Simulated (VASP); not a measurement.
Crystal: HfMoC2.

```
Hf Mo C
1.0
     3.19142    0.00000    0.00000
     0.00000    3.19142    0.00000
     0.00000    0.00000    4.48516
Hf Mo C
1 1 2
Direct
  0.00000 0.00000 0.00000
  0.50000 0.50000 0.50000
  0.50000 0.50000 0.00000
  0.00000 0.00000 0.50000
```

```yaml
Program: VASP 6.6.1
Task: relaxation of cell and atoms
Functional: r2SCAN
Potentials_or_basis: VASP PAW PBE potentials, release 64 (Hf_pv, Mo_sv, C)
Cutoff: 600 eV
k_mesh: 8 × 8 × 6
Occupations: fermi-dirac, width 0.05 eV
Spin: no spin polarisation
```

At the start: pressure -3.3 GPa; volume 11.42 Å³/atom.

Where does the relaxation end?

Over 5 steps the energy falls by 2.4 meV/atom and the volume is 11.29 Å³/atom (-1.1 %); space group P4/mmm (No. 123, to 0.05 Å).

Step by step:
```
step  energy change (eV)  largest force (eV/Å)  pressure (GPa)  volume (Å³)
   1              0.0000                0.0000           -3.29        45.68
   2              0.0152                0.0000            7.14        44.15
   3             -0.0089                0.0000            0.49        45.09
   4             -0.0091                0.0000           -0.29        45.22
   5             -0.0094                0.0000            0.04        45.16
```

Final structure:
```yaml
crystal:
  lattice:
    - [3.18884, 0.00000, 0.00000]
    - [0.00000, 3.18884, 0.00000]
    - [0.00000, 0.00000, 4.44117]
  atoms:
    - { symbol: Hf, position: [0.00000, 0.00000, 0.00000] }
    - { symbol: Mo, position: [0.50000, 0.50000, 0.50000] }
    - { symbol: C, position: [0.50000, 0.50000, 0.00000] }
    - { symbol: C, position: [0.00000, 0.00000, 0.50000] }
```

Caveat: the PAW data sets were made with another functional, which shifts forces and pressure a little.
